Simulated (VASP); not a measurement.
# Ag (I4/mmm) in VASP: further runs

Runs on Ag. Level: PBE. Tasks: single point.

All numbers are computed with VASP 6.6.1; they aren't measurements. Logs are shortened: lines on timing, memory, paths and dates and some standing lists are left out, and cuts for length are marked.

**1. The cell of the first run**

Symmetry: I4/mmm, No. 139, tetragonal system. The conventional cell has a = 2.889 Å, b = 2.889 Å, c = 4.127 Å, α = 90.00°, β = 90.00°, γ = 90.00°. Within 3.8 Å of Ag (site symmetry 4/mmm) lie 12 Ag at 2.89 to 2.90 Å.

**2. Single point, PBE (strain +0.0100 x Voigt [1, 0, 0, 0, 0, 0])**

The input, INCAR:

```
SYSTEM = Ag
ALGO = Fast
EDIFF = 1E-6
ENCUT = 520
GGA = PE
ISIF = 2
ISMEAR = 0
LASPH = .TRUE.
LCHARG = .TRUE.
LELF = .TRUE.
LREAL = .FALSE.
LVHAR = .TRUE.
LWAVE = .FALSE.
NBANDS = 12
NELM = 80
PREC = Accurate
SIGMA = 0.15
```

The input, KPOINTS:

```
k-points
0
G
  20 20 20
  0 0 0
```

The input, POSCAR:

```
Ag
1.0
    0.0000000000      2.0431000000      2.0431000000
    2.0635310000      0.0000000000      2.0431000000
    2.0635310000      2.0431000000      0.0000000000
Ag
1
Direct
    0.0000000000      0.0000000000      0.0000000000
```

Potentials or basis: VASP PAW PBE potentials, release 64 (Ag).

Run with:

```
cat potpaw_PBE.64/Ag/POTCAR > POTCAR
mpirun -np 1 vasp_std > vasp.out
```

OUTCAR:

```text
SYSTEM = Ag
   EDIFF = 1E-6
   ENCUT = 520
   GGA = PE
   ISIF = 2
   ISMEAR = 0
   LASPH = .TRUE.
   LREAL = .FALSE.
   NELM = 80
   PREC = Accurate

 ion  position               nearest neighbor table
   1  0.000  0.000  0.000-

  LATTYP: Found a body centered tetragonal cell.
 ALAT       =     2.8893797293
 C/A-ratio  =     1.4283556980

  Lattice vectors:

 A1 = (   2.0635310000,   0.0000000000,   2.0431000000)
 A2 = (   2.0635310000,   0.0000000000,  -2.0431000000)
 A3 = (  -2.0635310000,   2.0431000000,   0.0000000000)

Analysis of symmetry for initial positions (statically):
=====================================================================
 Subroutine PRICEL returns:
 Original cell was already a primitive cell.

 Routine SETGRP: Setting up the symmetry group for a
 body centered tetragonal supercell.

 Subroutine GETGRP returns: Found 16 space group operations
 (whereof 16 operations were pure point group operations)
 out of a pool of 16 trial point group operations.

The static configuration has the point symmetry D_4h.

Analysis of symmetry for dynamics (positions and initial velocities):
=====================================================================
 Subroutine PRICEL returns:
 Original cell was already a primitive cell.

 Routine SETGRP: Setting up the symmetry group for a
 body centered tetragonal supercell.

 Subroutine GETGRP returns: Found 16 space group operations
 (whereof 16 operations were pure point group operations)
 out of a pool of 16 trial point group operations.

The dynamic configuration has the point symmetry D_4h.

 Subroutine INISYM returns: Found 16 space group operations
 (whereof 16 operations are pure point group operations),
 and found     1 'primitive' translations

----------------------------------------------------------------------------------------

                                     Primitive cell

  volume of cell :      17.2274

  direct lattice vectors                    reciprocal lattice vectors
     0.000000000  2.043100000  2.043100000    -0.242303120  0.244726151  0.244726151
     2.063531000  0.000000000  2.043100000     0.242303120 -0.244726151  0.244726151
     2.063531000  2.043100000  0.000000000     0.242303120  0.244726151 -0.244726151

  length of vectors
     2.889379729  2.903862565  2.903862565     0.422483823  0.422483823  0.422483823

  position of ions in fractional coordinates (direct lattice)
     0.000000000  0.000000000  0.000000000

  ion indices of the primitive-cell ions
   primitive index   ion index
                 1           1

----------------------------------------------------------------------------------------

 KPOINTS: k-points

Automatic generation of k-mesh.
 Grid dimensions read from file:
 generate k-points for:   20   20   20

 Generating k-lattice:

  Cartesian coordinates                     Fractional coordinates (reciprocal lattice)
    -0.012115156  0.012236308  0.012236308     0.050000000  0.000000000  0.000000000
     0.012115156 -0.012236308  0.012236308     0.000000000  0.050000000  0.000000000
     0.012115156  0.012236308 -0.012236308     0.000000000  0.000000000  0.050000000

  Length of vectors
     0.021124191  0.021124191  0.021124191

  Shift w.r.t. Gamma in fractional coordinates (k-lattice)
     0.000000000  0.000000000  0.000000000

 Subroutine IBZKPT returns following result:
 ===========================================

 Found    641 irreducible k-points:

 Following reciprocal coordinates:
            Coordinates               Weight
  0.000000  0.000000  0.000000      1.000000
  0.050000 -0.000000 -0.000000      8.000000
  0.100000 -0.000000 -0.000000      8.000000
  0.150000 -0.000000 -0.000000      8.000000
  0.200000 -0.000000 -0.000000      8.000000
  0.250000 -0.000000 -0.000000      8.000000
[... 16 lines left out ...]
 -0.400000  0.050000  0.000000     16.000000
 -0.350000  0.050000  0.000000     16.000000
 [... further k-points ...]
   k-points           NKPTS =    641   k-points in BZ     NKDIM =    641   number of bands    NBANDS=     12
   number of dos      NEDOS =    301   number of ions     NIONS =      1
   total plane-waves  NPLWV =  13824
   dimension x,y,z NGX =    24 NGY =   24 NGZ =   24
   dimension x,y,z NGXF=    48 NGYF=   48 NGZF=   48
   ions per type =               1
   NGX,Y,Z   is equivalent  to a cutoff of  13.81, 13.74, 13.74 a.u.
   NGXF,Y,Z  is equivalent  to a cutoff of  27.62, 27.48, 27.48 a.u.
 SYSTEM =  Ag
   PREC   = accura    normal or accurate (medium, high low for compatibility)
   ISTART =      0    job   : 0-new  1-cont  2-samecut
   ICHARG =      2    charge: 1-file 2-atom 10-const
   ISPIN  =      1    spin polarized calculation?
   LNONCOLLINEAR =      F non collinear calculations
   LSORBIT =      F    spin-orbit coupling
   LASPH  =      T    aspherical Exc in radial PAW
   ENCUT  =  520.0 eV  38.22 Ry    6.18 a.u.   5.37  5.40  5.40*2*pi/ulx,y,z
   NELM   =     80;   NELMIN=  2; NELMDL= -5     # of ELM steps
   EDIFF  = 0.1E-05   stopping-criterion for ELM
   LREAL  =      F    real-space projection
   EDIFFG = 0.1E-04   stopping-criterion for IOM
   NSW    =      0    number of steps for IOM
   IBRION =     -1    ionic relax: 0-MD 1-quasi-New 2-CG
   NFREE  =      0    steps in history (QN), initial steepest desc. (CG)
   ISIF   =      2    stress and relaxation
   ISYM   =      2    0-nonsym 1-usesym 2-fastsym
   POTIM  = 0.5000    time-step for ionic-motion
   TEBEG  =    0.0;   TEEND  =   0.0 temperature during run
   PSTRESS=    0.0 pullay stress
   NELECT =      11.0000    total number of electrons
   NUPDOWN=      -1.0000    fix difference up-down
   EMIN   =  10.00;   EMAX   =-10.00  energy-range for DOS
   EFERMI =   0.00;   METHOD = LEGACY
   ISMEAR =     0;   SIGMA  =   0.15  broadening in eV -4-tet -1-fermi 0-gaus
   EFERMI_NEDOS =   21; number of points for ismear=-14 and -15
   IALGO  =     68    algorithm
   IMIX   =      4    mixing-type and parameters
     AMIX     =   0.40;   BMIX     =  1.00
     AMIX_MAG =   1.60;   BMIX_MAG =  1.00
  volume/ion in A,a.u.               =      17.23       116.26
  Fermi-wavevector in a.u.,A,eV,Ry     =   1.409718  2.663981 27.038932  1.987305
  Thomas-Fermi vector in A             =   2.531746
   LORBIT       =      0    0 simple, 1 ext, 2 COOP (PROOUT), +10 PAW based schemes
   GGA     = PE    functional components
   LHFCALC =     F    Hartree Fock is set to
   AEXX    =    0.0000 exact exchange contribution
   IVDW    =     0    specifies the selected vdW correction
   LEPSILON=     F    determine dielectric tensor
   LRPA    =     F    only Hartree local field effects (RPA)
 non-spin polarized calculation
 RMM-DIIS sequential band-by-band and
 Gauss-broadening in eV      SIGMA  =   0.15
  energy-cutoff  :      520.00
  volume of cell :       17.23
 maximum number of plane-waves:       487
 NGX is ok and might be reduce to    24
   NGX = 11   NGY = 11   NGZ = 11

 number of electron      10.9999998 magnetization

 Free energy of the ion-electron system (eV)
  ---------------------------------------------------
  ext. energy  EPLUGINS =         0.00000000
  ---------------------------------------------------
  free energy    TOTEN  =        -2.71495398 eV

  energy without entropy =       -2.71269641  energy(sigma->0) =       -2.71382520

 E-fermi :   8.2961     XC(G=0): -12.1481

 val. band max:        8.2869209706   @ k =  -0.2000   0.3000   0.2000
 cond. band min:       8.3408111550   @ k =  -0.1000   0.3500   0.3500
 fundamental gap:      0.0538901844
 Fermi energy:         8.2960623737

 k-point     1 :       0.0000    0.0000    0.0000
  band No.  band energies     occupation
      1       0.5953      2.00000
      2       3.4774      2.00000
      3       3.5391      2.00000
      4       3.5391      2.00000
      5       4.5010      2.00000
      6       4.5651      2.00000
      7      24.2909      0.00000
      8      27.7216      0.00000
      9      27.8495      0.00000
     10      27.8495      0.00000
     11      32.5873      0.00000
     12      33.6257      0.00000

 k-point     2 :       0.0500   -0.0000   -0.0000
  band No.  band energies     occupation
      1       0.6732      2.00000
      2       3.4802      2.00000
      3       3.5398      2.00000
      4       3.5606      2.00000
      5       4.4932      2.00000
      6       4.5559      2.00000
      7      24.3079      0.00000
      8      27.1006      0.00000
      9      27.7982      0.00000
     10      27.8794      0.00000
     11      32.7217      0.00000
     12      33.5526      0.00000

 k-point     3 :       0.1000   -0.0000   -0.0000
  band No.  band energies     occupation
      1       0.9000      2.00000
      2       3.4506      2.00000
      3       3.5826      2.00000
      4       3.6187      2.00000
      5       4.4772      2.00000
      6       4.5352      2.00000
      7      24.1717      0.00000
      8      25.8060      0.00000
      9      27.8721      0.00000
     10      27.9542      0.00000
     11      32.0176      0.00000
     12      33.2807      0.00000
[... 286 lines left out ...]
 k-point    23 :      -0.4000    0.0500    0.0000
  band No.  band energies     occupation
      1       2.0422      2.00000
      2       3.5115      2.00000
      3       3.5651      2.00000
      4       5.0719      2.00000
      5       5.1505      2.00000
      6       6.9703      2.00000
      7      13.4107      0.00000
      8      23.6223      0.00000
      9      25.5106      0.00000
     10      26.5439      0.00000
     11      30.9416      0.00000
     12      31.3883      0.00000

 k-point    24 :      -0.3500    0.0500    0.0000
  band No.  band energies     occupation
      1       2.0943      2.00000
      2       3.5653      2.00000
      3       3.6179      2.00000
      4       4.8533      2.00000
      5       4.9727      2.00000
      6       5.9904      2.00000
      7      15.0515      0.00000
      8      23.8566      0.00000
      9      25.7525      0.00000
     10      27.2867      0.00000
     11      30.7744      0.00000
     12      31.1990      0.00000

 [... further k-points ...]
[... 5 lines left out ...]
  --------------------------------------------------------------------------------------
  -------------------------------------------------------------------------------------
  Total        0.3409074      0.3842729      0.3842729      0.0000000      0.0000000      0.0000000
  in kB       31.7049255     35.7379891     35.7379891      0.0000000      0.0000000      0.0000000
  external PRESSURE =      34.3936345 kB  Pullay stress =       0.0000000 kB

 VOLUME and BASIS-vectors are now :
 -----------------------------------------------------------------------------
  energy-cutoff  :      520.00
  volume of cell :       17.23
      direct lattice vectors                 reciprocal lattice vectors
     0.000000000  2.043100000  2.043100000    -0.242303120  0.244726151  0.244726151
     2.063531000  0.000000000  2.043100000     0.242303120 -0.244726151  0.244726151
     2.063531000  2.043100000  0.000000000     0.242303120  0.244726151 -0.244726151

 POSITION                                       TOTAL-FORCE (eV/Angst)
 -----------------------------------------------------------------------------------
      0.00000      0.00000      0.00000         0.000000     -0.000000      0.000000
 -----------------------------------------------------------------------------------
    total drift:                               -0.000000      0.000000     -0.000000

  FREE ENERGIE OF THE ION-ELECTRON SYSTEM (eV)
  ---------------------------------------------------
  free  energy   TOTEN  =        -2.7149539765 eV

  energy  without entropy=       -2.7126964138  energy(sigma->0) =       -2.71382520
```

Wall time 86 s (1 thread of Intel Xeon 6975P-C (Granite Rapids), shared host); peak memory 0.24 GiB.

Results:

```yaml
Free_energy: -2.7150 eV
Pressure: 3.4 GPa
Band_gap_on_the_k_mesh: zero (an odd number of electrons rules out a gap without spin polarisation)
```

Stress tensor (GPa, compression positive):
```
3.17 0.00 0.00
0.00 3.57 0.00
0.00 0.00 3.57
```

Levels at points of the mesh, in eV from the Fermi level:
| k point | band 2 | band 3 | band 4 | band 5 | band 6 | band 7 | band 8 | band 9 | band 10 | band 11 |
| --- | --- | --- | --- | --- | --- | --- | --- | --- | --- | --- |
| (0.00, 0.00, 0.00) | -4.82 | -4.76 | -4.76 | -3.80 | -3.73 | 15.99 | 19.43 | 19.55 | 19.55 | 24.29 |
| (0.50, 0.00, 0.00) | -4.83 | -4.77 | -3.00 | -2.97 | -0.38 | 3.54 | 15.22 | 17.65 | 17.88 | 22.59 |
| (0.50, 0.50, 0.00) | -6.25 | -3.01 | -2.80 | -2.75 | 1.66 | 6.74 | 10.54 | 10.55 | 16.99 | 17.05 |
| (0.00, 0.50, 0.50) | -6.25 | -3.01 | -2.78 | -2.78 | 1.49 | 6.49 | 10.72 | 10.72 | 17.16 | 17.23 |

Caveat: the cell differs from its parent crystal (strain +0.0100 x Voigt [1, 0, 0, 0, 0, 0]); the cell stands under pressure.

**3. Single point, PBE (strain +0.0200 x Voigt [1, 0, 0, 0, 0, 0])**

The input, INCAR:

```
PREC     = Accurate       # precision mode
ENCUT    = 520            # plane-wave cutoff, eV
EDIFF    = 1E-6           # SCF threshold, eV
ISMEAR   = 0              # smearing method
SIGMA    = 0.15           # smearing width, eV
LREAL    = F              # projectors in reciprocal space
LASPH    = T              # aspherical terms in the spheres
NELM     = 60             # most SCF steps
ALGO     = Fast           # electronic algorithm
ISIF     = 2              # what is computed and relaxed
LWAVE    = F              # write WAVECAR
LCHARG   = F              # write CHGCAR
GGA      = PE             # functional
NBANDS   = 12             # bands
```

The input, KPOINTS:

```
Automatic mesh
0
Gamma
  20 20 20
```

The input, POSCAR:

```
Ag
1.0
    0.0000000000      2.0431000000      2.0431000000
    2.0839620000      0.0000000000      2.0431000000
    2.0839620000      2.0431000000      0.0000000000
Ag
1
Direct
    0.0000000000      0.0000000000      0.0000000000
```

Potentials or basis: VASP PAW PBE potentials, release 64 (Ag).

Run with:

```
cat potpaw_PBE.64/Ag/POTCAR > POTCAR
mpirun -np 1 vasp_std > vasp.out
```

OUTCAR:

```text
PREC = Accurate
   ENCUT = 520
   EDIFF = 1E-6
   ISMEAR = 0
   LREAL = F
   LASPH = T
   NELM = 60
   ISIF = 2
   GGA = PE

 ion  position               nearest neighbor table
   1  0.000  0.000  0.000-

  LATTYP: Found a body centered tetragonal cell.
 ALAT       =     2.8893797293
 C/A-ratio  =     1.4424978336

  Lattice vectors:

 A1 = (   2.0839620000,   0.0000000000,   2.0431000000)
 A2 = (   2.0839620000,   0.0000000000,  -2.0431000000)
 A3 = (  -2.0839620000,   2.0431000000,   0.0000000000)

Analysis of symmetry for initial positions (statically):
=====================================================================
 Subroutine PRICEL returns:
 Original cell was already a primitive cell.

 Routine SETGRP: Setting up the symmetry group for a
 body centered tetragonal supercell.

 Subroutine GETGRP returns: Found 16 space group operations
 (whereof 16 operations were pure point group operations)
 out of a pool of 16 trial point group operations.

The static configuration has the point symmetry D_4h.

Analysis of symmetry for dynamics (positions and initial velocities):
=====================================================================
[... 163 lines left out ...]
 Fermi energy:         8.1633290152

 k-point     1 :       0.0000    0.0000    0.0000
  band No.  band energies     occupation
      1       0.5323      2.00000
      2       3.3381      2.00000
      3       3.4599      2.00000
      4       3.4599      2.00000
      5       4.3515      2.00000
      6       4.4778      2.00000
      7      24.1381      0.00000
      8      27.4287      0.00000
      9      27.6737      0.00000
     10      27.6737      0.00000
     11      32.3476      0.00000
     12      33.2885      0.00000
[... 331 lines left out ...]
 k-point    24 :      -0.3500    0.0500    0.0000
  band No.  band energies     occupation
      1       2.0187      2.00000
      2       3.4405      2.00000
      3       3.5416      2.00000
      4       4.7342      2.00000
      5       4.8515      2.00000
      6       5.8677      2.00000
      7      14.8677      0.00000
      8      23.7028      0.00000
      9      25.5032      0.00000
     10      27.0151      0.00000
     11      30.3892      0.00000
     12      31.0214      0.00000

 [... further k-points ...]
[... 5 lines left out ...]
  --------------------------------------------------------------------------------------
  -------------------------------------------------------------------------------------
  Total        0.2010583      0.2886781      0.2886781      0.0000000      0.0000000     -0.0000000
  in kB       18.5154229     26.5843111     26.5843111      0.0000000      0.0000000     -0.0000000
  external PRESSURE =      23.8946817 kB  Pullay stress =       0.0000000 kB

 VOLUME and BASIS-vectors are now :
 -----------------------------------------------------------------------------
  energy-cutoff  :      520.00
  volume of cell :       17.40
      direct lattice vectors                 reciprocal lattice vectors
     0.000000000  2.043100000  2.043100000    -0.239927599  0.244726151  0.244726151
     2.083962000  0.000000000  2.043100000     0.239927599 -0.244726151  0.244726151
     2.083962000  2.043100000  0.000000000     0.239927599  0.244726151 -0.244726151

 POSITION                                       TOTAL-FORCE (eV/Angst)
 -----------------------------------------------------------------------------------
      0.00000      0.00000      0.00000         0.000000      0.000000      0.000000
 -----------------------------------------------------------------------------------
    total drift:                               -0.000000      0.000000     -0.000000

  FREE ENERGIE OF THE ION-ELECTRON SYSTEM (eV)
  ---------------------------------------------------
  free  energy   TOTEN  =        -2.7176453523 eV

  energy  without entropy=       -2.7153802285  energy(sigma->0) =       -2.71651279
```

Wall time 82 s (1 thread of Intel Xeon 6975P-C (Granite Rapids), shared host); peak memory 0.24 GiB.

What came out:

```yaml
Free_energy: -2.7176 eV
Pressure: 2.4 GPa
Band_gap_on_the_k_mesh: zero (an odd number of electrons rules out a gap without spin polarisation)
```

Stress tensor (GPa, compression positive):
```
1.85 0.00 0.00
0.00 2.66 0.00
0.00 0.00 2.66
```

Levels at points of the mesh, in eV from the Fermi level:
| k point | band 2 | band 3 | band 4 | band 5 | band 6 | band 7 | band 8 | band 9 | band 10 | band 11 |
| --- | --- | --- | --- | --- | --- | --- | --- | --- | --- | --- |
| (0.00, 0.00, 0.00) | -4.83 | -4.70 | -4.70 | -3.81 | -3.69 | 15.97 | 19.27 | 19.51 | 19.51 | 24.18 |
| (0.50, 0.00, 0.00) | -4.82 | -4.71 | -3.01 | -2.95 | -0.35 | 3.48 | 15.17 | 17.46 | 17.89 | 22.33 |
| (0.50, 0.50, 0.00) | -6.19 | -3.01 | -2.82 | -2.73 | 1.73 | 6.74 | 10.43 | 10.45 | 16.82 | 16.87 |
| (0.00, 0.50, 0.50) | -6.19 | -3.01 | -2.79 | -2.79 | 1.40 | 6.26 | 10.79 | 10.79 | 17.15 | 17.22 |

Caveat: the cell differs from its parent crystal (strain +0.0200 x Voigt [1, 0, 0, 0, 0, 0]).

(Continued in part 2 of 2.)

The gap in the log of VASP goes by the Fermi energy; the results here count the filled bands.